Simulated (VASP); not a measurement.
A run of VASP 6.6.1:

File INCAR:

```
ALGO     = Normal         # electronic algorithm
EDIFF    = 1E-6           # SCF threshold, eV
ENCUT    = 400            # plane-wave cutoff, eV
GGA      = PE             # functional
GGA_COMPAT= F            
ISIF     = 2              # what is computed and relaxed
ISMEAR   = 1              # smearing method
ISPIN    = 2              # spin polarisation
LASPH    = T              # aspherical terms in the spheres
LCHARG   = F              # write CHGCAR
LMAXMIX  = 4              # l up to which the mixer works
LORBIT   = 11             # projections on sites
LREAL    = F              # projectors in reciprocal space
LWAVE    = F              # write WAVECAR
MAGMOM   = 0 4 4 4        # initial moments
NELM     = 200            # most SCF steps
PREC     = Accurate       # precision mode
SIGMA    = 0.1            # smearing width, eV
```

KPOINTS

```
k-points
0
Gamma
  9 9 9
```

POSCAR

```
Mn3Sn
1.0
    0.0000000000      3.0604960000      3.0604960000
    3.0604960000      0.0000000000      3.0604960000
    3.0604960000      3.0604960000      0.0000000000
Sn Mn
1 3
Direct
    0.0000000000      0.0000000000      0.0000000000
    0.5000000000      0.5000000000      0.5000000000
    0.2500000000      0.2500000000      0.2500000000
    0.7500000000      0.7500000000      0.7500000000
```

Potentials or basis: VASP PAW PBE potentials, release 64 (Sn_d, Mn_pv).

Run with:

```console
$ cat potpaw_PBE.64/Sn_d/POTCAR potpaw_PBE.64/Mn_pv/POTCAR > POTCAR
$ mpirun -np 1 vasp_std > vasp.out
```

Hardware: 1 thread of Intel(R) Xeon(R) Platinum 8488C (Sapphire Rapids), with other jobs on the host.

Q: Estimate the wall time of this run.

A: It took 71 s on 1 thread of Intel(R) Xeon(R) Platinum 8488C (Sapphire Rapids) (shared host), peak memory 0.21 GiB. Counts: scf iterations 16, k points 35.
